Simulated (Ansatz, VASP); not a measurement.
# BeZn7O8: VASP beside Ansatz

```
Be Zn O
1.0
     3.11262   -0.01625    5.06095
     3.11262    0.01625   -5.06095
    -3.11262    5.40283   -0.01754
Be Zn O
1 7 8
Direct
  0.16812 0.16306 0.33118
  0.16498 0.16370 0.83598
  0.66520 0.66669 0.33189
  0.67228 0.67101 0.83598
  0.09268 0.58693 0.17425
  0.58732 0.08157 0.17425
  0.09273 0.56846 0.66119
  0.56988 0.08911 0.65899
  0.33003 0.99681 0.32685
  0.85506 0.47923 0.33429
  0.35466 0.97009 0.83587
  0.86578 0.48121 0.83587
  0.26173 0.36985 0.18469
  0.26950 0.36151 0.63100
  0.81484 0.92296 0.18469
  0.76321 0.89981 0.66302
```

Alike in both runs: functional LDA; k mesh 6 × 6 × 6; occupations gaussian, width 0.02 eV; no spin polarisation.

Ansatz relaxed the structure, and its values are those at the end. VASP's run is a single point on that final structure, the one shown.

|  | VASP | Ansatz |
| --- | --- | --- |
| version | VASP 6.6.1 | Ansatz 0.2.0 |
| potentials or method | VASP PAW LDA potentials, release 64 (Be, Zn, O), cutoff 520 eV | scalar-relativistic, plane waves, PAW |
| valence electrons in the cell | 134 | 134 |

|  | VASP | Ansatz | Ansatz less VASP |
| --- | --- | --- | --- |
| gap on the k mesh at the Fermi level (eV) | 1.21 | 1.20 | -0.014 |
| least direct gap on the mesh (eV) | 1.21 | 1.20 | -0.014 |
| pressure (GPa) | 1.3 | 0.0 | -1.31 |
| rms of the force components (eV/Å) | 0.021 | 0.001 | -0.0204 |

Ansatz warns that its potentials were made for another functional, while VASP's fit it. LDA's correlation is that of Perdew and Zunger in VASP and of Perdew and Wang (1992) in Ansatz.
